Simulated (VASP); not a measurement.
# Pb (P6/mmm) in VASP: further runs, part 2 of 3

VASP 6.6.1. Earlier steps stand in the parts before.

### Step 3. Single point, RPBE (volume scaled by 0.92)

Input file INCAR:

```
PREC = Accurate
ENCUT = 520
EDIFF = 1E-6
ISMEAR = -1
SIGMA = 0.1
LREAL = F
LASPH = T
NELM = 100
ALGO = Normal
ISIF = 2
LWAVE = F
LCHARG = F
GGA = RP
NBANDS = 28
```

Input file KPOINTS:

```
regular mesh
0
Gamma
  8 8 12
```

Input file POSCAR:

```
Pb
1.0
    5.6175047047      0.0000000000      0.0000000000
   -2.8087523524      4.8649017802      0.0000000000
    0.0000000000      0.0000000000      3.3891767310
Pb
3
Direct
    1.0000000000      0.0000000000      0.0000000000
    0.3333333333      0.6666666667      0.5000000000
    0.6666666667      0.3333333333      0.5000000000
```

Potentials or basis: VASP PAW PBE potentials, release 64 (Pb_d).

The run is started by

```bash
$ cat potpaw_PBE.64/Pb_d/POTCAR > POTCAR
$ mpirun -np 1 vasp_std > vasp.out
```

OUTCAR:

```text
PREC = Accurate
   ENCUT = 520
   EDIFF = 1E-6
   ISMEAR = -1
   LREAL = F
   LASPH = T
   NELM = 100
   ISIF = 2
   GGA = RP

 ion  position               nearest neighbor table
   1  0.000  0.000  0.000-   2 3.66   3 3.66   2 3.66   3 3.66   3 3.66   3 3.66   2 3.66   2 3.66
                             3 3.66   3 3.66   2 3.66   2 3.66
   2  0.333  0.667  0.500-   3 3.24   3 3.24   3 3.24   1 3.66   1 3.66   1 3.66   1 3.66   1 3.66
                             1 3.66
   3  0.667  0.333  0.500-   2 3.24   2 3.24   2 3.24   1 3.66   1 3.66   1 3.66   1 3.66   1 3.66
                             1 3.66

  LATTYP: Found a hexagonal cell.
 ALAT       =     5.6175047047
 C/A-ratio  =     0.6033242354

  Lattice vectors:

 A1 = (   5.6175047047,   0.0000000000,   0.0000000000)
 A2 = (  -2.8087523524,   4.8649017802,   0.0000000000)
 A3 = (   0.0000000000,   0.0000000000,   3.3891767310)

Analysis of symmetry for initial positions (statically):
=====================================================================
 Subroutine PRICEL returns:
 Original cell was already a primitive cell.

 Routine SETGRP: Setting up the symmetry group for a
 hexagonal supercell.

 Subroutine GETGRP returns: Found 24 space group operations
 (whereof 24 operations were pure point group operations)
 out of a pool of 24 trial point group operations.

The static configuration has the point symmetry D_6h.

Analysis of symmetry for dynamics (positions and initial velocities):
=====================================================================
 Subroutine PRICEL returns:
 Original cell was already a primitive cell.

 Routine SETGRP: Setting up the symmetry group for a
 hexagonal supercell.

 Subroutine GETGRP returns: Found 24 space group operations
 (whereof 24 operations were pure point group operations)
 out of a pool of 24 trial point group operations.

The dynamic configuration has the point symmetry D_6h.

 Subroutine INISYM returns: Found 24 space group operations
 (whereof 24 operations are pure point group operations),
 and found     1 'primitive' translations

----------------------------------------------------------------------------------------

                                     Primitive cell

  volume of cell :      92.6215

  direct lattice vectors                    reciprocal lattice vectors
     5.617504705  0.000000000  0.000000000     0.178014982  0.102776998  0.000000000
    -2.808752352  4.864901780  0.000000000     0.000000000  0.205553996  0.000000000
     0.000000000  0.000000000  3.389176731     0.000000000  0.000000000  0.295056906

  length of vectors
     5.617504705  5.617504705  3.389176731     0.205553996  0.205553996  0.295056906

  position of ions in fractional coordinates (direct lattice)
     0.000000000  0.000000000  0.000000000
     0.333333333  0.666666667  0.500000000
     0.666666667  0.333333333  0.500000000

  ion indices of the primitive-cell ions
   primitive index   ion index
                 1           1
                 2           2
                 3           3

----------------------------------------------------------------------------------------

 KPOINTS: regular mesh

Automatic generation of k-mesh.
 Grid dimensions read from file:
 generate k-points for:    8    8   12

 Generating k-lattice:

  Cartesian coordinates                     Fractional coordinates (reciprocal lattice)
     0.022251873  0.012847125  0.000000000     0.125000000 -0.000000000  0.000000000
     0.000000000  0.025694249  0.000000000     0.000000000  0.125000000  0.000000000
     0.000000000  0.000000000  0.024588075     0.000000000  0.000000000  0.083333333

  Length of vectors
     0.025694249  0.025694249  0.024588075

  Shift w.r.t. Gamma in fractional coordinates (k-lattice)
     0.000000000  0.000000000  0.000000000

 Subroutine IBZKPT returns following result:
 ===========================================

 Found     70 irreducible k-points:

 Following reciprocal coordinates:
            Coordinates               Weight
  0.000000  0.000000  0.000000      1.000000
  0.125000  0.000000  0.000000      6.000000
  0.250000  0.000000  0.000000      6.000000
  0.375000  0.000000  0.000000      6.000000
  0.500000  0.000000  0.000000      3.000000
  0.125000  0.125000  0.000000      6.000000
[... 16 lines left out ...]
  0.250000  0.000000  0.166667     12.000000
  0.375000  0.000000  0.166667     12.000000
 [... further k-points ...]
   k-points           NKPTS =     70   k-points in BZ     NKDIM =     70   number of bands    NBANDS=     28
   number of dos      NEDOS =    301   number of ions     NIONS =      3
   total plane-waves  NPLWV =  49392
   dimension x,y,z NGX =    42 NGY =   42 NGZ =   28
   dimension x,y,z NGXF=    84 NGYF=   84 NGZF=   56
   ions per type =               3
   NGX,Y,Z   is equivalent  to a cutoff of  12.43, 12.43, 13.73 a.u.
   NGXF,Y,Z  is equivalent  to a cutoff of  24.86, 24.86, 27.47 a.u.
 SYSTEM =  unknown system
   PREC   = accura    normal or accurate (medium, high low for compatibility)
   ISTART =      0    job   : 0-new  1-cont  2-samecut
   ICHARG =      2    charge: 1-file 2-atom 10-const
   ISPIN  =      1    spin polarized calculation?
   LNONCOLLINEAR =      F non collinear calculations
   LSORBIT =      F    spin-orbit coupling
   LASPH  =      T    aspherical Exc in radial PAW
   ENCUT  =  520.0 eV  38.22 Ry    6.18 a.u.  10.44 10.44  6.30*2*pi/ulx,y,z
   NELM   =    100;   NELMIN=  2; NELMDL= -5     # of ELM steps
   EDIFF  = 0.1E-05   stopping-criterion for ELM
   LREAL  =      F    real-space projection
   EDIFFG = 0.1E-04   stopping-criterion for IOM
   NSW    =      0    number of steps for IOM
   IBRION =     -1    ionic relax: 0-MD 1-quasi-New 2-CG
   NFREE  =      0    steps in history (QN), initial steepest desc. (CG)
   ISIF   =      2    stress and relaxation
   ISYM   =      2    0-nonsym 1-usesym 2-fastsym
   POTIM  = 0.5000    time-step for ionic-motion
   TEBEG  =    0.0;   TEEND  =   0.0 temperature during run
   PSTRESS=    0.0 pullay stress
   NELECT =      42.0000    total number of electrons
   NUPDOWN=      -1.0000    fix difference up-down
   EMIN   =  10.00;   EMAX   =-10.00  energy-range for DOS
   EFERMI =   0.00;   METHOD = LEGACY
   ISMEAR =    -1;   SIGMA  =   0.10  broadening in eV -4-tet -1-fermi 0-gaus
   EFERMI_NEDOS =   21; number of points for ismear=-14 and -15
   IALGO  =     38    algorithm
   IMIX   =      4    mixing-type and parameters
     AMIX     =   0.40;   BMIX     =  1.00
     AMIX_MAG =   1.60;   BMIX_MAG =  1.00
  volume/ion in A,a.u.               =      30.87       208.35
  Fermi-wavevector in a.u.,A,eV,Ry     =   1.257730  2.376765 21.522842  1.581884
  Thomas-Fermi vector in A             =   2.391374
   LORBIT       =      0    0 simple, 1 ext, 2 COOP (PROOUT), +10 PAW based schemes
   GGA     = RP    functional components
   LHFCALC =     F    Hartree Fock is set to
   AEXX    =    0.0000 exact exchange contribution
   IVDW    =     0    specifies the selected vdW correction
   LEPSILON=     F    determine dielectric tensor
   LRPA    =     F    only Hartree local field effects (RPA)
 non-spin polarized calculation
  energy-cutoff  :      520.00
  volume of cell :       92.62
 maximum number of plane-waves:      2520
 NGX is ok and might be reduce to    42
   NGX = 21   NGY = 21   NGZ = 13

 number of electron      41.9999995 magnetization

 Free energy of the ion-electron system (eV)
  ---------------------------------------------------
  ext. energy  EPLUGINS =         0.00000000
  ---------------------------------------------------
  free energy    TOTEN  =        -9.36068040 eV

  energy without entropy =       -9.31721643  energy(sigma->0) =       -9.33894841

 E-fermi :   7.1585     XC(G=0):  -9.9937

 val. band max:        7.1504557909   @ k =   0.1250   0.0000   0.5000
 cond. band min:       7.1841332190   @ k =   0.1250   0.0000   0.4167
 fundamental gap:      0.0336774281
 Fermi energy:         7.1585090476

 k-point     1 :       0.0000    0.0000    0.0000
  band No.  band energies     occupation
      1     -10.1585      2.00000
      2     -10.0212      2.00000
      3      -9.9787      2.00000
      4      -9.9787      2.00000
      5      -9.9140      2.00000
      6      -9.9140      2.00000
[... 20 lines left out ...]
     27      14.8671      0.00000
[... 691 lines left out ...]
      6      -9.9170      2.00000
[... 20 lines left out ...]
     27      11.7976      0.00000
     28      14.5578      0.00000

 [... further k-points ...]

------------------------ aborting loop because EDIFF is reached ----------------------------------------

  FORCE on cell =-STRESS in cart. coord.  units (eV):
  Direction    XX          YY          ZZ          XY          YZ          ZX
  --------------------------------------------------------------------------------------
  -------------------------------------------------------------------------------------
  Total        1.9454741      1.9454741      1.7757415     -0.0000000      0.0000000     -0.0000000
  in kB       33.6530389     33.6530389     30.7169847     -0.0000000      0.0000000     -0.0000000
  external PRESSURE =      32.6743542 kB  Pullay stress =       0.0000000 kB

 VOLUME and BASIS-vectors are now :
 -----------------------------------------------------------------------------
  energy-cutoff  :      520.00
  volume of cell :       92.62
      direct lattice vectors                 reciprocal lattice vectors
     5.617504705  0.000000000  0.000000000     0.178014982  0.102776998  0.000000000
    -2.808752352  4.864901780  0.000000000     0.000000000  0.205553996  0.000000000
     0.000000000  0.000000000  3.389176731     0.000000000  0.000000000  0.295056906

 POSITION                                       TOTAL-FORCE (eV/Angst)
 -----------------------------------------------------------------------------------
      0.00000      0.00000      0.00000         0.000000      0.000000      0.000000
     -0.00000      3.24327      1.69459        -0.000000      0.000000      0.000000
      2.80875      1.62163      1.69459         0.000000     -0.000000     -0.000000
 -----------------------------------------------------------------------------------
    total drift:                                0.000000      0.000000     -0.000000

  FREE ENERGIE OF THE ION-ELECTRON SYSTEM (eV)
  ---------------------------------------------------
  free  energy   TOTEN  =        -9.3606804006 eV

  energy  without entropy=       -9.3172164267  energy(sigma->0) =       -9.33894841
```

It took 63 s on 1 thread of Intel Xeon 6975P-C (Granite Rapids), shared host; peak memory 0.29 GiB.

Results:

* Free energy: -9.3607 eV
* Pressure: 3.3 GPa
* Band gap on the k mesh: zero (band 21 reaches 8.79 eV, above the bottom of band 22 at 5.19 eV)

Caveat: the PAW data sets were made with another functional, which shifts forces and pressure a little; spin-orbit coupling is left out, which moves the levels of the heavy elements.

### Step 4. Single point, RPBE (volume scaled by 0.96)

Input file INCAR:

```
PREC     = Accurate       # precision mode
ENCUT    = 520            # plane-wave cutoff, eV
EDIFF    = 1E-6           # SCF threshold, eV
ISMEAR   = -1             # smearing method
SIGMA    = 0.1            # smearing width, eV
LREAL    = False          # projectors in reciprocal space
LASPH    = True           # aspherical terms in the spheres
NELM     = 100            # most SCF steps
ALGO     = Normal         # electronic algorithm
ISIF     = 2              # what is computed and relaxed
LWAVE    = False          # write WAVECAR
LCHARG   = False          # write CHGCAR
GGA      = RP             # functional
NBANDS   = 28             # bands
```

Input file KPOINTS:

```
Automatic mesh
0
Gamma
  8 8 12
```

Input file POSCAR:

```
Pb
1.0
    5.6977656156      0.0000000000      0.0000000000
   -2.8488828078      4.9344097679      0.0000000000
    0.0000000000      0.0000000000      3.4376000837
Pb
3
Direct
    1.0000000000      0.0000000000      0.0000000000
    0.3333333333      0.6666666667      0.5000000000
    0.6666666667      0.3333333333      0.5000000000
```

The run is started by

```bash
$ cat potpaw_PBE.64/Pb_d/POTCAR > POTCAR
$ mpirun -np 1 vasp_std > vasp.out
```

It took 72 s on 1 thread of Intel Xeon 6975P-C (Granite Rapids), shared host; peak memory 0.3 GiB.

The run converged. Its results:

```
Free energy            : -9.4208 eV
Pressure               : 1.4 GPa
Band gap on the k mesh : zero (band 21 reaches 8.30 eV, above the bottom of band 22 at 4.85 eV)
```

Levels at points of the mesh, in eV from the Fermi level:
```tsv
k point	band 19	band 20	band 21	band 22	band 23	band 24
(0.00, 0.00, 0.00)	-1.97	-1.97	-1.85	-1.85	2.97	6.77
(0.50, 0.00, 0.00)	-3.77	0.47	0.55	2.81	3.11	3.81
(0.00, 0.00, 0.50)	-2.07	-1.25	-0.24	-0.24	-0.18	0.99
(0.50, 0.00, 0.50)	-3.31	-2.68	-1.39	-1.05	0.60	3.02
```

Caveat: the PAW data sets were made with another functional, which shifts forces and pressure a little; spin-orbit coupling is left out, which moves the levels of the heavy elements.

(Continued in part 3 of 3.)
